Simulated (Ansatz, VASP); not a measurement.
Two plane-wave programs on Mg32O31

```
Mg O
1.0
     8.83320    0.00000    0.00000
     0.00000    8.83320    0.00000
     0.00000    0.00000    8.83320
Mg O
32 31
Direct
  0.50341 0.99554 0.99952
  0.74995 0.25333 0.00018
  0.75034 0.00251 0.25041
  0.99538 0.99969 0.00074
  0.25562 0.24818 0.99993
  0.50001 0.49846 0.99998
  0.75077 0.74958 0.00345
  0.24853 0.99813 0.25067
  0.50175 0.25133 0.24735
  0.74914 0.49859 0.25460
  0.50269 0.99829 0.50180
  0.74610 0.24979 0.50615
  0.75103 0.00295 0.75091
  0.00046 0.51133 0.99776
  0.25173 0.74901 0.00065
  0.99948 0.24878 0.24437
  0.25258 0.50779 0.25469
  0.49833 0.74669 0.24863
  0.99761 0.00095 0.50013
  0.24565 0.24864 0.49709
  0.49308 0.49863 0.49820
  0.74658 0.75018 0.50658
  0.24541 0.99913 0.74701
  0.50507 0.24926 0.75362
  0.75644 0.50363 0.75011
  0.00450 0.74795 0.25617
  0.00107 0.49677 0.49996
  0.25026 0.74646 0.49750
  0.99917 0.24940 0.74504
  0.25180 0.49914 0.75304
  0.50030 0.74478 0.74968
  0.99763 0.75001 0.74927
  0.75330 0.24358 0.24723
  0.00004 0.49678 0.24953
  0.00007 0.24617 0.50099
  0.24951 0.24994 0.25094
  0.74875 0.75215 0.25187
  0.99924 0.99864 0.25072
  0.49608 0.25013 0.49625
  0.74910 0.49643 0.49740
  0.99945 0.75235 0.49187
  0.75357 0.24562 0.74649
  0.00243 0.49882 0.74765
  0.99552 0.25062 0.00128
  0.25592 0.74898 0.24991
  0.50131 0.00307 0.24797
  0.24860 0.49789 0.49624
  0.50254 0.75065 0.50691
  0.74917 0.00195 0.50393
  0.24974 0.25129 0.74731
  0.50088 0.50235 0.74839
  0.74924 0.74381 0.74877
  0.00010 0.00811 0.75296
  0.50709 0.25176 0.00307
  0.75276 0.50090 0.00497
  0.99877 0.74335 0.99908
  0.24804 0.99973 0.49415
  0.24640 0.74659 0.74529
  0.50306 0.00406 0.74439
  0.25133 0.49796 0.00201
  0.49960 0.74667 0.00322
  0.74626 0.00065 0.00555
  0.25213 0.00033 0.00006
```

Alike in both runs: task relaxation of the atoms; functional PBE; dispersion D3(BJ); k mesh 1 × 1 × 1; occupations gaussian, width 0.05 eV; no spin polarisation.

|  | VASP | Ansatz |
| --- | --- | --- |
| version | VASP 6.6.1 | Ansatz 0.2.0 |
| potentials or method | VASP PAW PBE potentials, release 64 (Mg, O), cutoff 520 eV | scalar-relativistic, plane waves, PAW |
| valence electrons in the cell | 250 | 506 |

|  | VASP | Ansatz | Ansatz less VASP |
| --- | --- | --- | --- |
| gap on the k mesh at the Fermi level, each at its own relaxed structure (eV) | 2.08 | 2.09 | +0.009 |

VASP's potentials hold 250 valence electrons a cell and Ansatz's 506, so a difference there can come from the potentials and not from the codes.
